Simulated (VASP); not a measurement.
Input of a VASP 6.6.1 run:

File POSCAR:

```
BaTe
1.0
    4.8459200263      0.0000000000      0.0000000000
   -2.4229600132      4.1966898475      0.0000000000
    0.0000000000      0.0000000000      8.4973552055
Ba Te
2 2
Direct
    0.0000000000      0.0000000000      0.0000000000
    0.0000000000      0.0000000000      0.5000000000
    0.3333333333      0.6666666667      0.2500000000
    0.6666666667      0.3333333333      0.7500000000
```

Contents of INCAR.step1:

```
ALGO = Normal
EDIFF = 1E-4
ENCUT = 520
GGA = PE
ISMEAR = 0
LASPH = True
LCHARG = False
LREAL = False
LWAVE = True
NBANDS = 24
NELM = 100
PREC = Accurate
SIGMA = 0.01
```

File INCAR.step2:

```
ALGO = Normal
EDIFF = 1E-6
ENCUT = 520
ISIF = 2
ISMEAR = 0
ISTART = 1
LASPH = True
LCHARG = False
LMIXTAU = True
LREAL = False
LWAVE = False
METAGGA = R2SCAN
NBANDS = 24
NELM = 100
PREC = Accurate
SIGMA = 0.01
```

KPOINTS

```
k-points
0
Gamma
  6 6 4
```

Potentials or basis: VASP PAW PBE potentials, release 64 (Ba_sv, Te).

The run is started by

```sh
$ cat potpaw_PBE.64/Ba_sv/POTCAR potpaw_PBE.64/Te/POTCAR > POTCAR
$ cp INCAR.step1 INCAR
$ mpirun -np 1 vasp_std > vasp.out
$ cp INCAR.step2 INCAR
$ mpirun -np 1 vasp_std > vasp.out
```

(1) Predict the band gap on the k mesh.

(2) Estimate the pressure.

## Answers

(1) 2.00 eV, indirect (least direct gap 2.05 eV).

(2) 1.3 GPa.

Caveat: the PAW data sets were made with another functional, which shifts forces and pressure a little; spin-orbit coupling is left out, which moves the levels of the heavy elements.
